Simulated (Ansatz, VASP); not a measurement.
**HfB2 in VASP and in Ansatz**

The input INCAR:

```
ALGO     = Normal         # electronic algorithm
EDIFF    = 1E-6           # SCF threshold, eV
ENCUT    = 520            # plane-wave cutoff, eV
GGA      = PS             # functional
ISIF     = 2              # what is computed and relaxed
ISMEAR   = -1             # smearing method
LASPH    = True           # aspherical terms in the spheres
LCHARG   = False          # write CHGCAR
LREAL    = False          # projectors in reciprocal space
LWAVE    = False          # write WAVECAR
NBANDS   = 15             # bands
NELM     = 60             # most SCF steps
PREC     = Accurate       # precision mode
SIGMA    = 0.05           # smearing width, eV
```

Contents of KPOINTS:

```
k-points
0
Gamma
  13 13 11
```

File POSCAR:

```
HfB2
1.0
    3.1400001005      0.0000000000      0.0000000000
   -1.5700000503      2.7193198549      0.0000000000
    0.0000000000      0.0000000000      3.4452000000
Hf B
1 2
Direct
    0.0000000000      0.0000000000      0.0000000000
    0.3333333333      0.6666666667      0.5000000000
    0.6666666667      0.3333333333      0.5000000000
```

Input for Ansatz:

```yaml
crystal:
  lattice:
    - [3.1400001005, 0.0, 0.0]
    - [-1.5700000503, 2.7193198549, 0.0]
    - [0.0, 0.0, 3.4452]
  atoms:
    - { symbol: Hf, position: [0.0, 0.0, 0.0] }
    - { symbol: B, position: [0.3333333333, 0.6666666667, 0.5] }
    - { symbol: B, position: [0.6666666667, 0.3333333333, 0.5] }
kpoints:
  mp_grid: { grid: [13, 13, 11] }
  band_path:
    path:
      - [0.0, 0.0, 0.0]
      - [0.5, 0.0, 0.0]
      - [0.3333333333, 0.3333333333, 0.0]
      - [0.0, 0.0, 0.0]
      - [0.0, 0.0, 0.5]
      - [0.5, 0.0, 0.5]
      - [0.3333333333, 0.3333333333, 0.5]
      - [0.0, 0.0, 0.5]
      - [0.5, 0.0, 0.5]
    npoints: 5
scf:
  occupations: { method: fermi_dirac, width: 0.05 }
hamiltonian:
  xc: pbesol
  pseudopotentials: { kind: all_electron, lapw: { basis_error: 0.0005 } }
output:
  forces: true
  stress: true
  eigenvalues: true
```

Change from the starting cell: zz strain of -1 %.

Alike in both runs: task single point; functional PBEsol; k mesh 13 × 13 × 11; occupations fermi-dirac, width 0.05 eV; no spin polarisation.

```csv
,VASP,Ansatz
version,VASP 6.6.1,Ansatz 0.2.0
potentials or method,"VASP PAW PBE potentials, release 64 (Hf_pv, B), cutoff 520 eV","all-electron LAPW, scalar-relativistic"
```

|  | VASP | Ansatz | Ansatz less VASP |
| --- | --- | --- | --- |
| pressure (GPa) | -2.1 | -2.0 | +0.12 |
| traceless stress, the component that is largest in VASP (GPa) | 1.48 | 1.33 | -0.149 |

VASP's potentials were made for PBE, not for PBEsol. Ansatz ran all-electron here, and VASP with PAW potentials.

Spin-orbit coupling is off throughout.
